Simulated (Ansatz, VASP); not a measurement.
Two plane-wave programs on SrMgTa3Sb

```
Sr Mg Ta Sb
1.0
     5.74960    0.00000   -0.01356
     0.00000    4.67435    0.00000
    -2.59326    0.00000    5.43158
Sr Mg Ta Sb
1 1 3 1
Direct
  0.00000 0.00000 0.50000
  0.50000 0.50000 0.50000
  0.34053 0.00000 0.12783
  0.65947 0.00000 0.87217
  0.50000 0.50000 0.00000
  0.00000 0.50000 0.00000
```

Alike in both runs: functional PBE; k mesh 6 × 8 × 6; occupations gaussian, width 0.1 eV; no spin polarisation.

Ansatz relaxed the structure, and its values are those at the end. VASP's run is a single point on that final structure, the one shown.

|  | VASP | Ansatz |
| --- | --- | --- |
| version | VASP 6.6.1 | Ansatz 0.2.0 |
| potentials or method | VASP PAW PBE potentials, release 64 (Sr_sv, Mg, Ta_pv, Sb), cutoff 520 eV | scalar-relativistic, plane waves, PAW |
| valence electrons in the cell | 50 | 74 |

```tsv
	VASP	Ansatz	Ansatz less VASP
gap on the k mesh at the Fermi level (eV)	none	none	-
pressure (GPa)	0.1	0.0	-0.06
```

A gap of «none» marks a metal or a gap that the smearing closes. VASP's potentials hold 50 valence electrons a cell and Ansatz's 74, so a difference there can come from the potentials and not from the codes.

Spin-orbit coupling is off throughout.
